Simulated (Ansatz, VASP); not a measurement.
H: VASP beside Ansatz

```
H
1.0
     0.00000    1.50594    1.50594
     1.50594    0.00000    1.50594
     1.50594    1.50594    0.00000
H
2
Direct
  0.00000 0.00000 0.00000
  0.25000 0.25000 0.25000
```

Alike in both runs: functional PBE; k mesh 14 × 14 × 14; occupations fermi-dirac, width 0.05 eV; no spin polarisation.

Ansatz relaxed the structure, and its values are those at the end. VASP's run is a single point on that final structure, the one shown.

|  | VASP | Ansatz |
| --- | --- | --- |
| version | VASP 6.6.1 | Ansatz 0.2.0 |
| potentials or method | VASP PAW PBE potentials, release 64 (H) | PAW with Ansatz's default frozen-core files, scalar-relativistic |
| plane-wave cutoff (eV) | 500 | 420 |
| valence electrons in the cell | 2 | 2 |

```csv
,VASP,Ansatz,Ansatz less VASP
pressure (GPa),-0.6,0.0,+0.61
```
